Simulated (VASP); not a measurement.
# C in VASP: further runs

The runs below take C through single point, relaxation of the atoms, with PBE+D3(BJ).

Everything below comes from runs of VASP 6.6.1. Logs are shortened: lines on timing, memory, paths and dates and some standing lists are left out, and cuts for length are marked.

### Step 1. The cell of the first run

The cell holds a slab with vacuum, 2 atoms: a = 2.466 Å, b = 2.466 Å, c = 20.000 Å, α = 90.00°, β = 90.00°, γ = 120.00°.

### Step 2. Single point, PBE+D3(BJ)

INCAR

```
  ALGO = Normal
  DIPOL = 0.5 0.5 0.500
  EDIFF = 1E-6
  ENCUT = 520
  GGA = PE
  IDIPOL = 3
  ISIF = 2
  ISMEAR = 0
  IVDW = 12
  LASPH = T
  LCHARG = F
  LDIPOL = T
  LREAL = F
  LWAVE = F
  NBANDS = 11
  NELM = 100
  PREC = Accurate
  SIGMA = 0.05
```

KPOINTS

```
k-points
0
Gamma
  12 12 1
```

POSCAR

```
C
1.0
    2.4656726626      0.0000000029      0.0000000000
   -1.2328363338      2.1353351617      0.0000000000
    0.0000000000      0.0000000000     20.0000416924
C
2
Direct
    0.6666666667      0.3333333333      0.5000000000
    0.3333333333      0.6666666667      0.5000000000
```

Potentials or basis: VASP PAW PBE potentials, release 64 (C).

Command:

```
$ cat potpaw_PBE.64/C/POTCAR > POTCAR
$ mpirun -np 1 vasp_std > vasp.out
```

OUTCAR:

```text
EDIFF = 1E-6
   ENCUT = 520
   GGA = PE
   ISIF = 2
   ISMEAR = 0
   IVDW = 12
   LASPH = T
   LREAL = F
   NELM = 100
   PREC = Accurate
 IVDW          = 12

 ion  position               nearest neighbor table
   1  0.667  0.333  0.500-   2 1.42   2 1.42   2 1.42
   2  0.333  0.667  0.500-   1 1.42   1 1.42   1 1.42

  LATTYP: Found a hexagonal cell.
 ALAT       =     2.4656726626
 C/A-ratio  =     8.1113936962

  Lattice vectors:

 A1 = (   2.4656726626,   0.0000000029,   0.0000000000)
 A2 = (  -1.2328363338,   2.1353351617,   0.0000000000)
 A3 = (   0.0000000000,   0.0000000000,  20.0000416924)

Analysis of symmetry for initial positions (statically):
=====================================================================
 Subroutine PRICEL returns:
 Original cell was already a primitive cell.

 Routine SETGRP: Setting up the symmetry group for a
 hexagonal supercell.

 Subroutine GETGRP returns: Found 24 space group operations
 (whereof 24 operations were pure point group operations)
 out of a pool of 24 trial point group operations.

The static configuration has the point symmetry D_6h.

Analysis of symmetry for dynamics (positions and initial velocities):
=====================================================================
 Subroutine PRICEL returns:
 Original cell was already a primitive cell.

 Routine SETGRP: Setting up the symmetry group for a
 hexagonal supercell.

 Subroutine GETGRP returns: Found 24 space group operations
 (whereof 24 operations were pure point group operations)
 out of a pool of 24 trial point group operations.

The dynamic configuration has the point symmetry D_6h.

 Subroutine INISYM returns: Found 24 space group operations
 (whereof 24 operations are pure point group operations),
 and found     1 'primitive' translations

----------------------------------------------------------------------------------------

                                     Primitive cell

  volume of cell :     105.3010

  direct lattice vectors                    reciprocal lattice vectors
     2.465672663  0.000000003  0.000000000     0.405568839  0.234155279  0.000000000
    -1.232836334  2.135335162  0.000000000    -0.000000001  0.468310557  0.000000000
     0.000000000  0.000000000 20.000041692     0.000000000  0.000000000  0.049999896

  length of vectors
     2.465672663  2.465672663 20.000041692     0.468310557  0.468310557  0.049999896

  position of ions in fractional coordinates (direct lattice)
     0.666666667  0.333333333  0.500000000
     0.333333333  0.666666667  0.500000000

  ion indices of the primitive-cell ions
   primitive index   ion index
                 1           1
                 2           2

----------------------------------------------------------------------------------------

 KPOINTS: k-points

Automatic generation of k-mesh.
 Grid dimensions read from file:
 generate k-points for:   12   12    1

 Generating k-lattice:

  Cartesian coordinates                     Fractional coordinates (reciprocal lattice)
     0.033797403  0.019512940  0.000000000     0.083333333  0.000000000  0.000000000
    -0.000000000  0.039025880  0.000000000     0.000000000  0.083333333  0.000000000
     0.000000000  0.000000000  0.049999896     0.000000000  0.000000000  1.000000000

  Length of vectors
     0.039025880  0.039025880  0.049999896

  Shift w.r.t. Gamma in fractional coordinates (k-lattice)
     0.000000000  0.000000000  0.000000000

 Subroutine IBZKPT returns following result:
 ===========================================

 Found     19 irreducible k-points:

 Following reciprocal coordinates:
            Coordinates               Weight
  0.000000  0.000000  0.000000      1.000000
  0.083333  0.000000  0.000000      6.000000
  0.166667  0.000000  0.000000      6.000000
  0.250000  0.000000  0.000000      6.000000
  0.333333  0.000000  0.000000      6.000000
  0.416667  0.000000  0.000000      6.000000
[... 11 lines left out ...]
  0.333333  0.250000  0.000000     12.000000
  0.333333  0.333333  0.000000      2.000000
   k-points           NKPTS =     19   k-points in BZ     NKDIM =     19   number of bands    NBANDS=     11
   number of dos      NEDOS =    301   number of ions     NIONS =      2
   total plane-waves  NPLWV =  48600
   dimension x,y,z NGX =    18 NGY =   18 NGZ =  150
   dimension x,y,z NGXF=    36 NGYF=   36 NGZF=  300
   ions per type =               2
   NGX,Y,Z   is equivalent  to a cutoff of  12.14, 12.14, 12.47 a.u.
   NGXF,Y,Z  is equivalent  to a cutoff of  24.27, 24.27, 24.94 a.u.
 SYSTEM =  unknown system
   PREC   = accura    normal or accurate (medium, high low for compatibility)
   ISTART =      0    job   : 0-new  1-cont  2-samecut
   ICHARG =      2    charge: 1-file 2-atom 10-const
   ISPIN  =      1    spin polarized calculation?
   LNONCOLLINEAR =      F non collinear calculations
   LSORBIT =      F    spin-orbit coupling
   LASPH  =      T    aspherical Exc in radial PAW
   ENCUT  =  520.0 eV  38.22 Ry    6.18 a.u.   4.58  4.58 37.19*2*pi/ulx,y,z
   NELM   =    100;   NELMIN=  2; NELMDL= -5     # of ELM steps
   EDIFF  = 0.1E-05   stopping-criterion for ELM
   LREAL  =      F    real-space projection
   EDIFFG = 0.1E-04   stopping-criterion for IOM
   NSW    =      0    number of steps for IOM
   IBRION =     -1    ionic relax: 0-MD 1-quasi-New 2-CG
   NFREE  =      0    steps in history (QN), initial steepest desc. (CG)
   ISIF   =      2    stress and relaxation
   ISYM   =      2    0-nonsym 1-usesym 2-fastsym
   POTIM  = 0.5000    time-step for ionic-motion
   TEBEG  =    0.0;   TEEND  =   0.0 temperature during run
   PSTRESS=    0.0 pullay stress
   NELECT =       8.0000    total number of electrons
   NUPDOWN=      -1.0000    fix difference up-down
   EMIN   =  10.00;   EMAX   =-10.00  energy-range for DOS
   EFERMI =   0.00;   METHOD = LEGACY
   ISMEAR =     0;   SIGMA  =   0.05  broadening in eV -4-tet -1-fermi 0-gaus
   EFERMI_NEDOS =   21; number of points for ismear=-14 and -15
   IALGO  =     38    algorithm
   IMIX   =      4    mixing-type and parameters
     AMIX     =   0.40;   BMIX     =  1.00
     AMIX_MAG =   1.60;   BMIX_MAG =  1.00
  volume/ion in A,a.u.               =      52.65       355.30
  Fermi-wavevector in a.u.,A,eV,Ry     =   0.693363  1.310266  6.541033  0.480752
  Thomas-Fermi vector in A             =   1.775555
   LORBIT       =      0    0 simple, 1 ext, 2 COOP (PROOUT), +10 PAW based schemes
   GGA     = PE    functional components
   LHFCALC =     F    Hartree Fock is set to
   AEXX    =    0.0000 exact exchange contribution
   IVDW    =    12    specifies the selected vdW correction
   LEPSILON=     F    determine dielectric tensor
   LRPA    =     F    only Hartree local field effects (RPA)
 non-spin polarized calculation
 Gauss-broadening in eV      SIGMA  =   0.05
  energy-cutoff  :      520.00
  volume of cell :      105.30
 maximum number of plane-waves:      2870
   NGX =  9   NGY =  9   NGZ = 75

 number of electron       7.9999997 magnetization

 dipolmoment           0.000000      0.000000     -0.000000 electrons x Angstroem

 Free energy of the ion-electron system (eV)
  ---------------------------------------------------
  ext. energy  EPLUGINS =         0.00000000
  ---------------------------------------------------
  free energy    TOTEN  =       -18.44518271 eV

  energy without entropy =      -18.44439912  energy(sigma->0) =      -18.44479092

 E-fermi :  -2.7413     XC(G=0):  -2.1660

 val. band max:       -2.7413144454   @ k =   0.3333   0.3333   0.0000
 cond. band min:      -2.7413144409   @ k =   0.3333   0.3333   0.0000
 fundamental gap:      0.0000000045
 Fermi energy:        -2.7413144431

 k-point     1 :       0.0000    0.0000    0.0000
  band No.  band energies     occupation
      1     -22.2669      2.00000
      2     -10.3611      2.00000
      3      -5.7873      2.00000
      4      -5.7873      2.00000
      5       0.5188      0.00000
      6       1.3154      0.00000
      7       1.6658      0.00000
      8       2.5909      0.00000
      9       3.0291      0.00000
     10       4.7131      0.00000
     11       5.3284      0.00000

 k-point     2 :       0.0833    0.0000    0.0000
  band No.  band energies     occupation
      1     -22.1028      2.00000
      2     -10.1653      2.00000
      3      -6.4383      2.00000
      4      -6.1257      2.00000
      5       0.7415      0.00000
      6       1.5410      0.00000
      7       1.8942      0.00000
      8       2.8172      0.00000
      9       3.2548      0.00000
     10       4.9372      0.00000
     11       5.5129      0.00000

 k-point     3 :       0.1667    0.0000    0.0000
  band No.  band energies     occupation
      1     -21.6124      2.00000
      2      -9.5830      2.00000
      3      -8.0767      2.00000
      4      -6.9180      2.00000
      5       1.4097      0.00000
      6       2.2166      0.00000
      7       2.5794      0.00000
      8       3.4948      0.00000
      9       3.9315      0.00000
     10       5.5646      0.00000
     11       5.6050      0.00000
[... 197 lines left out ...]
 k-point    18 :       0.3333    0.2500    0.0000
  band No.  band energies     occupation
      1     -16.5604      2.00000
      2     -14.6980      2.00000
      3     -12.4096      2.00000
      4      -4.0960      2.00000
      5      -1.4444      0.00000
      6       8.1300      0.00000
      7       8.5729      0.00000
      8       9.4499      0.00000
      9      10.0933      0.00000
     10      10.1027      0.00000
     11      10.5380      0.00000

 k-point    19 :       0.3333    0.3333    0.0000
  band No.  band energies     occupation
      1     -15.3430      2.00000
      2     -15.3429      2.00000
      3     -13.3035      2.00000
      4      -2.7413      1.00000
      5      -2.7413      1.00000
      6       7.8690      0.00000
      7      10.1378      0.00000
      8      10.1378      0.00000
      9      10.7456      0.00000
     10      12.1270      0.00000
     11      12.1280      0.00000

------------------------ aborting loop because EDIFF is reached ----------------------------------------

 vacuum level on the upper side and lower side of the slab       (xc-potential included)        -0.119        -0.119

 Edisp (eV)   -0.17723

 E8    (eV) :    -0.0555

  FORCE on cell =-STRESS in cart. coord.  units (eV):
  Direction    XX          YY          ZZ          XY          YZ          ZX
  --------------------------------------------------------------------------------------
  -------------------------------------------------------------------------------------
  Total       0.08723     0.08723    -0.01140     0.00000     0.00000     0.00000
  in kB       1.32725     1.32725    -0.17347     0.00000     0.00000     0.00000
  external pressure =        0.83 kB  Pullay stress =        0.00 kB

 VOLUME and BASIS-vectors are now :
 -----------------------------------------------------------------------------
  energy-cutoff  :      520.00
  volume of cell :      105.30
      direct lattice vectors                 reciprocal lattice vectors
     2.465672663  0.000000003  0.000000000     0.405568839  0.234155279  0.000000000
    -1.232836334  2.135335162  0.000000000    -0.000000001  0.468310557  0.000000000
     0.000000000  0.000000000 20.000041692     0.000000000  0.000000000  0.049999896

 POSITION                                       TOTAL-FORCE (eV/Angst)
 -----------------------------------------------------------------------------------
      1.23284      0.71178     10.00002         0.000000     -0.000000      0.000000
     -0.00000      1.42356     10.00002        -0.000000      0.000000      0.000000
 -----------------------------------------------------------------------------------
    total drift:                                0.000000     -0.000000     -0.000000

  FREE ENERGIE OF THE ION-ELECTRON SYSTEM (eV)
  ---------------------------------------------------
  free  energy   TOTEN  =       -18.6224145104 eV

  energy  without entropy=      -18.6216309137  energy(sigma->0) =      -18.62202271

 vacuum level on the upper side and lower side of the slab         1.423         1.423
```

Wall time 49 s (1 thread of Intel Xeon 8259CL, shared host); peak memory 0.2 GiB.

What came out:

- Free energy: -18.6224 eV
- Band gap on the k mesh: zero (filled and empty bands touch)
- Dispersion energy per atom: -0.089 eV

Levels at points of the mesh, in eV from the Fermi level:
```csv
k point,band 1,band 2,band 3,band 4,band 5,band 6,band 7,band 8,band 9
"(0.00, 0.00, 0.00)",-19.53,-7.62,-3.05,-3.05,3.26,4.06,4.41,5.33,5.77
"(0.50, 0.00, 0.00)",-14.28,-13.24,-6.42,-2.36,1.68,7.37,11.11,11.27,11.96
```

[end of part 1 of 3]
